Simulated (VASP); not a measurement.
# CdTe (I-4m2) in VASP: single point with r2SCAN

Aim: the single point of CdTe with r2SCAN.

Everything below comes from runs of VASP 6.6.1. Logs are shortened: lines on timing, memory, paths and dates and some standing lists are left out, and cuts for length are marked.

### 1 The cell of the first run

The structure is tetragonal, space group I-4m2 (No. 119). Conventional cell: a = 4.459 Å, b = 4.459 Å, c = 6.622 Å, α = 90.00°, β = 90.00°, γ = 90.00°. Cd (site symmetry -4m2) has 4 Te at 2.78 Å within 3.7 Å. Within 3.7 Å of Te (site symmetry -4m2) lie 4 Cd at 2.78 Å.

### 2 Single point, r2SCAN

POSCAR

```
CdTe
1.0
    0.0000000000      3.1532974105      3.3109622810
    3.1532974105      0.0000000000      3.3109622810
    3.1532974105      3.1532974105      0.0000000000
Cd Te
1 1
Direct
    0.0000000000      0.0000000000      0.0000000000
    0.7500000000      0.7500000000      0.7500000000
```

INCAR.step1

```
SYSTEM = CdTe
PREC = Accurate
ENCUT = 520
ISMEAR = 0
SIGMA = 0.05
LREAL = .FALSE.
LASPH = .TRUE.
NELM = 80
NBANDS = 16
GGA = PE
ALGO = Normal
EDIFF = 1E-4
LWAVE = .TRUE.
LCHARG = .FALSE.
```

INCAR.step2

```
SYSTEM = CdTe
PREC = Accurate
ENCUT = 520
EDIFF = 1E-6
ISMEAR = 0
SIGMA = 0.05
LREAL = .FALSE.
LASPH = .TRUE.
NELM = 80
ALGO = Normal
ISIF = 2
LWAVE = .FALSE.
LCHARG = .TRUE.
METAGGA = R2SCAN
LMIXTAU = .TRUE.
LELF = .TRUE.
LVHAR = .TRUE.
NBANDS = 16
ISTART = 1
```

KPOINTS

```
regular mesh
0
G
  8 8 8
  0 0 0
```

Potentials or basis: VASP PAW PBE potentials, release 64 (Cd, Te).

Launch:

```console
$ cat potpaw_PBE.64/Cd/POTCAR potpaw_PBE.64/Te/POTCAR > POTCAR
$ cp INCAR.step1 INCAR
$ mpirun -np 1 vasp_std > vasp.out
$ cp INCAR.step2 INCAR
$ mpirun -np 1 vasp_std > vasp.out
```

OUTCAR:

```text
SYSTEM = CdTe
   PREC = Accurate
   ENCUT = 520
   EDIFF = 1E-6
   ISMEAR = 0
   LREAL = .FALSE.
   LASPH = .TRUE.
   NELM = 80
   ISIF = 2
   METAGGA = R2SCAN
   ISTART = 1

 ion  position               nearest neighbor table
   1  0.000  0.000  0.000-   2 2.78   2 2.78   2 2.78   2 2.78
   2  0.750  0.750  0.750-   1 2.78   1 2.78   1 2.78   1 2.78

  LATTYP: Found a body centered tetragonal cell.
 ALAT       =     4.4594359641
 C/A-ratio  =     1.4849242405

  Lattice vectors:

 A1 = (  -3.1532974105,   0.0000000000,   3.3109622810)
 A2 = (   3.1532974105,   0.0000000000,   3.3109622810)
 A3 = (   0.0000000000,   3.1532974105,  -3.3109622810)

Analysis of symmetry for initial positions (statically):
=====================================================================
 Subroutine PRICEL returns:
 Original cell was already a primitive cell.

 Routine SETGRP: Setting up the symmetry group for a
 body centered tetragonal supercell.

 Subroutine GETGRP returns: Found  8 space group operations
 (whereof  8 operations were pure point group operations)
 out of a pool of 16 trial point group operations.

The static configuration has the point symmetry D_2d.

Analysis of symmetry for dynamics (positions and initial velocities):
=====================================================================
 Subroutine PRICEL returns:
 Original cell was already a primitive cell.

 Routine SETGRP: Setting up the symmetry group for a
 body centered tetragonal supercell.

 Subroutine GETGRP returns: Found  8 space group operations
 (whereof  8 operations were pure point group operations)
 out of a pool of 16 trial point group operations.

The dynamic configuration has the point symmetry D_2d.

 Subroutine INISYM returns: Found  8 space group operations
 (whereof  8 operations are pure point group operations),
 and found     1 'primitive' translations

----------------------------------------------------------------------------------------

                                     Primitive cell

  volume of cell :      65.8437

  direct lattice vectors                    reciprocal lattice vectors
     0.000000000  3.153297411  3.310962281    -0.158564174  0.158564174  0.151013499
     3.153297411  0.000000000  3.310962281     0.158564174 -0.158564174  0.151013499
     3.153297411  3.153297411  0.000000000     0.158564174  0.158564174 -0.151013499

  length of vectors
     4.572281245  4.572281245  4.459435964     0.270352125  0.270352125  0.270352125

  position of ions in fractional coordinates (direct lattice)
     0.000000000  0.000000000  0.000000000
     0.750000000  0.750000000  0.750000000

  ion indices of the primitive-cell ions
   primitive index   ion index
                 1           1
                 2           2

----------------------------------------------------------------------------------------

 KPOINTS: regular mesh

Automatic generation of k-mesh.
 Grid dimensions read from file:
 generate k-points for:    8    8    8

 Generating k-lattice:

  Cartesian coordinates                     Fractional coordinates (reciprocal lattice)
    -0.019820522  0.019820522  0.018876687     0.125000000  0.000000000  0.000000000
     0.019820522 -0.019820522  0.018876687     0.000000000  0.125000000  0.000000000
     0.019820522  0.019820522 -0.018876687    -0.000000000 -0.000000000  0.125000000

  Length of vectors
     0.033794016  0.033794016  0.033794016

  Shift w.r.t. Gamma in fractional coordinates (k-lattice)
     0.000000000  0.000000000  0.000000000

 Subroutine IBZKPT returns following result:
 ===========================================

 Found     59 irreducible k-points:

 Following reciprocal coordinates:
            Coordinates               Weight
  0.000000  0.000000  0.000000      1.000000
  0.125000  0.000000  0.000000      8.000000
  0.250000  0.000000  0.000000      8.000000
  0.375000  0.000000  0.000000      8.000000
  0.500000  0.000000  0.000000      4.000000
  0.125000  0.125000  0.000000      2.000000
[... 16 lines left out ...]
  0.250000  0.000000  0.125000     16.000000
  0.375000 -0.000000  0.125000     16.000000
 [... further k-points ...]
   k-points           NKPTS =     59   k-points in BZ     NKDIM =     59   number of bands    NBANDS=     16
   number of dos      NEDOS =    301   number of ions     NIONS =      2
   total plane-waves  NPLWV =  46656
   dimension x,y,z NGX =    36 NGY =   36 NGZ =   36
   dimension x,y,z NGXF=    72 NGYF=   72 NGZF=   72
   ions per type =               1   1
   NGX,Y,Z   is equivalent  to a cutoff of  13.09, 13.09, 13.42 a.u.
   NGXF,Y,Z  is equivalent  to a cutoff of  26.18, 26.18, 26.84 a.u.
 SYSTEM =  CdTe
   PREC   = accura    normal or accurate (medium, high low for compatibility)
   ISTART =      1    job   : 0-new  1-cont  2-samecut
   ICHARG =      0    charge: 1-file 2-atom 10-const
   ISPIN  =      1    spin polarized calculation?
   LNONCOLLINEAR =      F non collinear calculations
   LSORBIT =      F    spin-orbit coupling
   LASPH  =      T    aspherical Exc in radial PAW
   ENCUT  =  520.0 eV  38.22 Ry    6.18 a.u.   8.50  8.50  8.29*2*pi/ulx,y,z
   NELM   =     80;   NELMIN=  2; NELMDL=  0     # of ELM steps
   EDIFF  = 0.1E-05   stopping-criterion for ELM
   LREAL  =      F    real-space projection
   EDIFFG = 0.1E-04   stopping-criterion for IOM
   NSW    =      0    number of steps for IOM
   IBRION =     -1    ionic relax: 0-MD 1-quasi-New 2-CG
   NFREE  =      0    steps in history (QN), initial steepest desc. (CG)
   ISIF   =      2    stress and relaxation
   ISYM   =      2    0-nonsym 1-usesym 2-fastsym
   POTIM  = 0.5000    time-step for ionic-motion
   TEBEG  =    0.0;   TEEND  =   0.0 temperature during run
   PSTRESS=    0.0 pullay stress
   NELECT =      18.0000    total number of electrons
   NUPDOWN=      -1.0000    fix difference up-down
   EMIN   =  10.00;   EMAX   =-10.00  energy-range for DOS
   EFERMI =   0.00;   METHOD = LEGACY
   ISMEAR =     0;   SIGMA  =   0.05  broadening in eV -4-tet -1-fermi 0-gaus
   EFERMI_NEDOS =   21; number of points for ismear=-14 and -15
   IALGO  =     38    algorithm
   IMIX   =      4    mixing-type and parameters
     AMIX     =   0.40;   BMIX     =  1.00
     AMIX_MAG =   1.60;   BMIX_MAG =  1.00
  volume/ion in A,a.u.               =      32.92       222.17
  Fermi-wavevector in a.u.,A,eV,Ry     =   1.062497  2.007828 15.359610  1.128899
  Thomas-Fermi vector in A             =   2.197950
   LORBIT       =      0    0 simple, 1 ext, 2 COOP (PROOUT), +10 PAW based schemes
   METAGGA = R2SCAN    functional components
   LHFCALC =     F    Hartree Fock is set to
   AEXX    =    0.0000 exact exchange contribution
   IVDW    =     0    specifies the selected vdW correction
   LEPSILON=     F    determine dielectric tensor
   LRPA    =     F    only Hartree local field effects (RPA)
 non-spin polarized calculation
 Gauss-broadening in eV      SIGMA  =   0.05
  energy-cutoff  :      520.00
  volume of cell :       65.84
 maximum number of plane-waves:      1796
 NGX is ok and might be reduce to    36
   NGX = 17   NGY = 17   NGZ = 17

 number of electron      17.9999996 magnetization

 Free energy of the ion-electron system (eV)
  ---------------------------------------------------
  ext. energy  EPLUGINS =         0.00000000
  ---------------------------------------------------
  free energy    TOTEN  =       -46.59259419 eV

  energy without entropy =      -46.59259419  energy(sigma->0) =      -46.59259419

 E-fermi :   2.6685     XC(G=0):  -9.2611

 val. band max:        2.4704729451   @ k =   0.0000   0.0000   0.0000
 cond. band min:       3.7838582504   @ k =   0.0000   0.0000   0.0000
 fundamental gap:      1.3133853053
 Fermi energy:         2.6685409090

 k-point     1 :       0.0000    0.0000    0.0000
  band No.  band energies     occupation
      1      -9.3179      2.00000
      2      -6.2771      2.00000
      3      -6.2633      2.00000
      4      -6.2633      2.00000
      5      -5.9609      2.00000
      6      -5.9533      2.00000
[... 8 lines left out ...]
     15      11.8810      0.00000
     16      12.5564      0.00000

 k-point     2 :       0.1250    0.0000    0.0000
  band No.  band energies     occupation
      1      -9.2524      2.00000
      2      -6.2608      2.00000
      3      -6.2503      2.00000
      4      -6.2164      2.00000
      5      -5.9606      2.00000
      6      -5.9552      2.00000
[... 8 lines left out ...]
     15      11.3647      0.00000
     16      11.7871      0.00000

 k-point     3 :       0.2500    0.0000    0.0000
  band No.  band energies     occupation
      1      -9.0937      2.00000
      2      -6.2320      2.00000
      3      -6.2207      2.00000
      4      -6.0472      2.00000
      5      -5.9575      2.00000
      6      -5.9539      2.00000
[... 8 lines left out ...]
     15      11.4309      0.00000
     16      11.4590      0.00000

 k-point     4 :       0.3750    0.0000    0.0000
  band No.  band energies     occupation
      1      -8.9368      2.00000
      2      -6.2087      2.00000
      3      -6.1949      2.00000
      4      -5.9551      2.00000
      5      -5.9506      2.00000
      6      -5.7464      2.00000
[... 8 lines left out ...]
     15      12.1731      0.00000
     16      12.3606      0.00000
[... 324 lines left out ...]
 k-point    22 :       0.1250    0.0000    0.1250
  band No.  band energies     occupation
      1      -9.2286      2.00000
      2      -6.2530      2.00000
      3      -6.2369      2.00000
      4      -6.2133      2.00000
      5      -5.9610      2.00000
      6      -5.9530      2.00000
[... 8 lines left out ...]
     15      11.6475      0.00000
     16      12.1778      0.00000

 k-point    23 :       0.2500    0.0000    0.1250
  band No.  band energies     occupation
      1      -9.1000      2.00000
      2      -6.2268      2.00000
      3      -6.2094      2.00000
      4      -6.0989      2.00000
      5      -5.9569      2.00000
      6      -5.9431      2.00000
[... 8 lines left out ...]
     15      11.9742      0.00000
     16      12.5117      0.00000

 k-point    24 :       0.3750   -0.0000    0.1250
  band No.  band energies     occupation
      1      -8.9437      2.00000
      2      -6.2018      2.00000
      3      -6.1827      2.00000
      4      -5.9921      2.00000
      5      -5.9448      2.00000
      6      -5.7872      2.00000
[... 8 lines left out ...]
     15      12.2006      0.00000
     16      12.9089      0.00000

 [... further k-points ...]

------------------------ aborting loop because EDIFF is reached ----------------------------------------

  FORCE on cell =-STRESS in cart. coord.  units (eV):
  Direction    XX          YY          ZZ          XY          YZ          ZX
  --------------------------------------------------------------------------------------
  -------------------------------------------------------------------------------------
  Total        1.4762463      1.4762463      1.1478911      0.0000000      0.0000000      0.0000000
  in kB       35.9215710     35.9215710     27.9316883      0.0000000      0.0000000      0.0000000
  external PRESSURE =      33.2582768 kB  Pullay stress =       0.0000000 kB

 VOLUME and BASIS-vectors are now :
 -----------------------------------------------------------------------------
  energy-cutoff  :      520.00
  volume of cell :       65.84
      direct lattice vectors                 reciprocal lattice vectors
     0.000000000  3.153297411  3.310962281    -0.158564174  0.158564174  0.151013499
     3.153297411  0.000000000  3.310962281     0.158564174 -0.158564174  0.151013499
     3.153297411  3.153297411  0.000000000     0.158564174  0.158564174 -0.151013499

 POSITION                                       TOTAL-FORCE (eV/Angst)
 -----------------------------------------------------------------------------------
      0.00000      0.00000      0.00000         0.000000     -0.000000      0.000000
      4.72995      4.72995      4.96644        -0.000000      0.000000      0.000000
 -----------------------------------------------------------------------------------
    total drift:                                0.000002      0.000002      0.000003

  FREE ENERGIE OF THE ION-ELECTRON SYSTEM (eV)
  ---------------------------------------------------
  free  energy   TOTEN  =       -46.5925941903 eV

  energy  without entropy=      -46.5925941903  energy(sigma->0) =      -46.59259419
```

Wall time 87 s (1 thread of Intel Xeon 6975P-C (Granite Rapids), shared host); peak memory 0.26 GiB.

What came out:

- Free energy: -46.5926 eV
- Pressure: 3.3 GPa
- Band gap on the k mesh: 1.31 eV

Stress tensor (GPa, compression positive):
```
3.59 0.00 0.00
0.00 3.59 0.00
0.00 0.00 2.79
```

Caveat: the cell stands under pressure; the PAW data sets were made with another functional, which shifts forces and pressure a little; spin-orbit coupling is left out, which moves the levels of the heavy elements.
